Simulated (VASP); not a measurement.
# Ni (Fm-3m) in VASP: further runs

The runs below take Ni through single point, with PBE.

Program: VASP 6.6.1. These are calculated values, not measurements. Logs are shortened: lines on timing, memory, paths and dates and some standing lists are left out, and cuts for length are marked.

**1. The cell of the first run**

Symmetry: Fm-3m, No. 225, cubic system. The conventional cell has a = 3.418 Å, b = 3.418 Å, c = 3.418 Å, α = 90.00°, β = 90.00°, γ = 90.00°. Ni (site symmetry m-3m) has 12 Ni at 2.42 Å within 3.2 Å.

**2. Single point, PBE (volume scaled by 0.92)**

The input, INCAR:

```
ALGO = Normal
EDIFF = 1E-6
ENCUT = 520
GGA = PE
ISIF = 2
ISMEAR = -1
LASPH = True
LCHARG = False
LREAL = False
LWAVE = False
NBANDS = 11
NELM = 100
PREC = Accurate
SIGMA = 0.1
```

The input, KPOINTS:

```
k-points
0
Gamma
  25 25 25
```

The input, POSCAR:

```
Ni
1.0
    0.0000000000      1.7090784659      1.7090784659
    1.7090784659      0.0000000000      1.7090784659
    1.7090784659      1.7090784659      0.0000000000
Ni
1
Direct
    0.0000000000      0.0000000000      0.0000000000
```

Potentials or basis: VASP PAW PBE potentials, release 64 (Ni).

On the command line:

```console
> cat potpaw_PBE.64/Ni/POTCAR > POTCAR
> mpirun -np 1 vasp_std > vasp.out
```

OUTCAR:

```text
EDIFF = 1E-6
   ENCUT = 520
   GGA = PE
   ISIF = 2
   ISMEAR = -1
   LASPH = True
   LREAL = False
   NELM = 100
   PREC = Accurate

 ion  position               nearest neighbor table
   1  0.000  0.000  0.000-

  LATTYP: Found a face centered cubic cell.
 ALAT       =     3.4181569318

  Lattice vectors:

 A1 = (   0.0000000000,   1.7090784659,   1.7090784659)
 A2 = (   1.7090784659,   0.0000000000,   1.7090784659)
 A3 = (   1.7090784659,   1.7090784659,   0.0000000000)

Analysis of symmetry for initial positions (statically):
=====================================================================
 Subroutine PRICEL returns:
 Original cell was already a primitive cell.

 Routine SETGRP: Setting up the symmetry group for a
 face centered cubic supercell.

 Subroutine GETGRP returns: Found 48 space group operations
 (whereof 48 operations were pure point group operations)
 out of a pool of 48 trial point group operations.

The static configuration has the point symmetry O_h .

Analysis of symmetry for dynamics (positions and initial velocities):
=====================================================================
 Subroutine PRICEL returns:
 Original cell was already a primitive cell.

 Routine SETGRP: Setting up the symmetry group for a
 face centered cubic supercell.

 Subroutine GETGRP returns: Found 48 space group operations
 (whereof 48 operations were pure point group operations)
 out of a pool of 48 trial point group operations.

The dynamic configuration has the point symmetry O_h .

 Subroutine INISYM returns: Found 48 space group operations
 (whereof 48 operations are pure point group operations),
 and found     1 'primitive' translations

----------------------------------------------------------------------------------------

                                     Primitive cell

  volume of cell :       9.9843

  direct lattice vectors                    reciprocal lattice vectors
     0.000000000  1.709078466  1.709078466    -0.292555321  0.292555321  0.292555321
     1.709078466  0.000000000  1.709078466     0.292555321 -0.292555321  0.292555321
     1.709078466  1.709078466  0.000000000     0.292555321  0.292555321 -0.292555321

  length of vectors
     2.417001946  2.417001946  2.417001946     0.506720681  0.506720681  0.506720681

  position of ions in fractional coordinates (direct lattice)
     0.000000000  0.000000000  0.000000000

  ion indices of the primitive-cell ions
   primitive index   ion index
                 1           1

----------------------------------------------------------------------------------------

 KPOINTS: k-points

Automatic generation of k-mesh.
 Grid dimensions read from file:
 generate k-points for:   25   25   25

 Generating k-lattice:

  Cartesian coordinates                     Fractional coordinates (reciprocal lattice)
    -0.011702213  0.011702213  0.011702213     0.040000000  0.000000000  0.000000000
     0.011702213 -0.011702213  0.011702213     0.000000000  0.040000000  0.000000000
     0.011702213  0.011702213 -0.011702213     0.000000000  0.000000000  0.040000000

  Length of vectors
     0.020268827  0.020268827  0.020268827

  Shift w.r.t. Gamma in fractional coordinates (k-lattice)
     0.000000000  0.000000000  0.000000000

 Subroutine IBZKPT returns following result:
 ===========================================

 Found    455 irreducible k-points:

 Following reciprocal coordinates:
            Coordinates               Weight
  0.000000  0.000000  0.000000      1.000000
  0.040000  0.000000  0.000000      8.000000
  0.080000  0.000000  0.000000      8.000000
  0.120000  0.000000  0.000000      8.000000
  0.160000  0.000000  0.000000      8.000000
  0.200000  0.000000  0.000000      8.000000
[... 16 lines left out ...]
  0.400000  0.040000  0.000000     24.000000
  0.440000  0.040000  0.000000     24.000000
 [... further k-points ...]
   k-points           NKPTS =    455   k-points in BZ     NKDIM =    455   number of bands    NBANDS=     11
   number of dos      NEDOS =    301   number of ions     NIONS =      1
   total plane-waves  NPLWV =   5832
   dimension x,y,z NGX =    18 NGY =   18 NGZ =   18
   dimension x,y,z NGXF=    36 NGYF=   36 NGZF=   36
   ions per type =               1
   NGX,Y,Z   is equivalent  to a cutoff of  12.38, 12.38, 12.38 a.u.
   NGXF,Y,Z  is equivalent  to a cutoff of  24.76, 24.76, 24.76 a.u.
 SYSTEM =  unknown system
   PREC   = accura    normal or accurate (medium, high low for compatibility)
   ISTART =      0    job   : 0-new  1-cont  2-samecut
   ICHARG =      2    charge: 1-file 2-atom 10-const
   ISPIN  =      1    spin polarized calculation?
   LNONCOLLINEAR =      F non collinear calculations
   LSORBIT =      F    spin-orbit coupling
   LASPH  =      T    aspherical Exc in radial PAW
   ENCUT  =  520.0 eV  38.22 Ry    6.18 a.u.   4.49  4.49  4.49*2*pi/ulx,y,z
   NELM   =    100;   NELMIN=  2; NELMDL= -5     # of ELM steps
   EDIFF  = 0.1E-05   stopping-criterion for ELM
   LREAL  =      F    real-space projection
   EDIFFG = 0.1E-04   stopping-criterion for IOM
   NSW    =      0    number of steps for IOM
   IBRION =     -1    ionic relax: 0-MD 1-quasi-New 2-CG
   NFREE  =      0    steps in history (QN), initial steepest desc. (CG)
   ISIF   =      2    stress and relaxation
   ISYM   =      2    0-nonsym 1-usesym 2-fastsym
   POTIM  = 0.5000    time-step for ionic-motion
   TEBEG  =    0.0;   TEEND  =   0.0 temperature during run
   PSTRESS=    0.0 pullay stress
   NELECT =      10.0000    total number of electrons
   NUPDOWN=      -1.0000    fix difference up-down
   EMIN   =  10.00;   EMAX   =-10.00  energy-range for DOS
   EFERMI =   0.00;   METHOD = LEGACY
   ISMEAR =    -1;   SIGMA  =   0.10  broadening in eV -4-tet -1-fermi 0-gaus
   EFERMI_NEDOS =   21; number of points for ismear=-14 and -15
   IALGO  =     38    algorithm
   IMIX   =      4    mixing-type and parameters
     AMIX     =   0.40;   BMIX     =  1.00
     AMIX_MAG =   1.60;   BMIX_MAG =  1.00
  volume/ion in A,a.u.               =       9.98        67.38
  Fermi-wavevector in a.u.,A,eV,Ry     =   1.637958  3.095292 36.503169  2.682907
  Thomas-Fermi vector in A             =   2.729011
   LORBIT       =      0    0 simple, 1 ext, 2 COOP (PROOUT), +10 PAW based schemes
   GGA     = PE    functional components
   LHFCALC =     F    Hartree Fock is set to
   AEXX    =    0.0000 exact exchange contribution
   IVDW    =     0    specifies the selected vdW correction
   LEPSILON=     F    determine dielectric tensor
   LRPA    =     F    only Hartree local field effects (RPA)
 non-spin polarized calculation
  energy-cutoff  :      520.00
  volume of cell :        9.98
 maximum number of plane-waves:       290
 NGX is ok and might be reduce to    18
   NGX =  9   NGY =  9   NGZ =  9

 number of electron      10.0000000 magnetization

 number of electron       9.9999992 magnetization

 Free energy of the ion-electron system (eV)
  ---------------------------------------------------
  ext. energy  EPLUGINS =         0.00000000
  ---------------------------------------------------
  free energy    TOTEN  =        -5.41472857 eV

  energy without entropy =       -5.33274721  energy(sigma->0) =       -5.37373789

 E-fermi :  10.4964     XC(G=0): -13.7695

 val. band max:       10.4962548778   @ k =  -0.4800   0.4000   0.0800
 cond. band min:      10.4968124207   @ k =  -0.4800   0.2400   0.0000
 fundamental gap:      0.0005575429
 Fermi energy:        10.4963606011

 k-point     1 :       0.0000    0.0000    0.0000
  band No.  band energies     occupation
      1       1.0101      2.00000
      2       8.3754      2.00000
      3       8.3754      2.00000
      4       8.3754      2.00000
      5       9.6216      1.99968
      6       9.6216      1.99968
      7      35.0253      0.00000
      8      39.6283      0.00000
      9      39.6283      0.00000
     10      39.6283      0.00000
     11      42.9742      0.00000

 k-point     2 :       0.0400    0.0000    0.0000
  band No.  band energies     occupation
      1       1.0771      2.00000
      2       8.3553      2.00000
      3       8.3919      2.00000
      4       8.3919      2.00000
      5       9.6140      1.99971
      6       9.6140      1.99971
      7      34.8899      0.00000
      8      38.6056      0.00000
      9      39.4891      0.00000
     10      39.4891      0.00000
     11      43.1825      0.00000

 k-point     3 :       0.0800    0.0000    0.0000
  band No.  band energies     occupation
      1       1.2766      2.00000
      2       8.2976      2.00000
      3       8.4381      2.00000
      4       8.4381      2.00000
      5       9.5947      1.99976
      6       9.5947      1.99976
      7      34.2525      0.00000
      8      37.1468      0.00000
      9      39.1560      0.00000
     10      39.1560      0.00000
     11      43.6973      0.00000

 k-point     4 :       0.1200    0.0000    0.0000
  band No.  band energies     occupation
      1       1.6037      2.00000
      2       8.2111      2.00000
      3       8.5035      2.00000
      4       8.5035      2.00000
      5       9.5741      1.99980
      6       9.5741      1.99980
      7      32.7471      0.00000
      8      36.3752      0.00000
      9      38.7581      0.00000
     10      38.7581      0.00000
     11      43.8275      0.00000

 k-point     5 :       0.1600    0.0000    0.0000
  band No.  band energies     occupation
      1       2.0491      2.00000
      2       8.1097      2.00000
      3       8.5690      2.00000
      4       8.5690      2.00000
      5       9.5704      1.99981
      6       9.5704      1.99981
      7      30.7539      0.00000
      8      36.0150      0.00000
      9      38.3682      0.00000
     10      38.3682      0.00000
     11      43.7907      0.00000
[... 211 lines left out ...]
 k-point    21 :       0.3200    0.0400    0.0000
  band No.  band energies     occupation
      1       4.3493      2.00000
      2       8.0028      2.00000
      3       8.5099      2.00000
      4       8.5617      2.00000
      5       9.8964      1.99505
      6      10.0430      1.97875
      7      23.3058      0.00000
      8      34.3388      0.00000
      9      35.9117      0.00000
     10      38.7434      0.00000
     11      40.7968      0.00000

 k-point    22 :       0.3600    0.0400    0.0000
  band No.  band energies     occupation
      1       4.8906      2.00000
      2       8.2608      2.00000
      3       8.4386      2.00000
      4       8.4985      2.00000
      5      10.1080      1.95967
      6      10.1924      1.90864
      7      21.4748      0.00000
      8      33.9772      0.00000
      9      35.7987      0.00000
     10      38.1452      0.00000
     11      40.4633      0.00000

 k-point    23 :       0.4000    0.0400    0.0000
  band No.  band energies     occupation
      1       5.2647      2.00000
      2       8.3649      2.00000
      3       8.4369      2.00000
      4       8.7167      2.00000
      5      10.3223      1.70157
      6      10.3357      1.66592
      7      19.8169      0.00000
      8      33.6648      0.00000
      9      35.7870      0.00000
     10      37.5291      0.00000
     11      40.2874      0.00000

 k-point    24 :       0.4400    0.0400    0.0000
  band No.  band energies     occupation
      1       5.4729      2.00000
      2       8.3159      2.00000
      3       8.3866      2.00000
      4       9.2397      1.99999
      5      10.4158      1.38236
      6      10.5892      0.56633
      7      18.4227      0.00000
      8      33.4238      0.00000
      9      35.8873      0.00000
     10      36.9651      0.00000
     11      40.2563      0.00000

 [... further k-points ...]

------------------------ aborting loop because EDIFF is reached ----------------------------------------

  FORCE on cell =-STRESS in cart. coord.  units (eV):
  Direction    XX          YY          ZZ          XY          YZ          ZX
  --------------------------------------------------------------------------------------
  -------------------------------------------------------------------------------------
  Total        1.2651699      1.2651699      1.2651699      0.0000000      0.0000000      0.0000000
  in kB      203.0221514    203.0221514    203.0221514      0.0000000      0.0000000      0.0000000
  external PRESSURE =     203.0221514 kB  Pullay stress =       0.0000000 kB

 VOLUME and BASIS-vectors are now :
 -----------------------------------------------------------------------------
  energy-cutoff  :      520.00
  volume of cell :        9.98
      direct lattice vectors                 reciprocal lattice vectors
     0.000000000  1.709078466  1.709078466    -0.292555321  0.292555321  0.292555321
     1.709078466  0.000000000  1.709078466     0.292555321 -0.292555321  0.292555321
     1.709078466  1.709078466  0.000000000     0.292555321  0.292555321 -0.292555321

 POSITION                                       TOTAL-FORCE (eV/Angst)
 -----------------------------------------------------------------------------------
      0.00000      0.00000      0.00000        -0.000000     -0.000000     -0.000000
 -----------------------------------------------------------------------------------
    total drift:                                0.000000     -0.000000     -0.000000

  FREE ENERGIE OF THE ION-ELECTRON SYSTEM (eV)
  ---------------------------------------------------
  free  energy   TOTEN  =        -5.4147285653 eV

  energy  without entropy=       -5.3327472128  energy(sigma->0) =       -5.37373789
```

Run time: 17 s. Hardware: 1 thread of Intel Xeon 6975P-C (Granite Rapids), shared host; peak memory 0.16 GiB.

What came out:

```yaml
Free_energy: -5.4147 eV
Pressure: 20.3 GPa
Band_gap_on_the_k_mesh: zero (band 5 reaches 10.67 eV, above the bottom of band 6 at 9.57 eV)
```

Caveat: the run has no spin polarisation, though such a crystal can be magnetic.

(Part 1 of 3 ends here.)
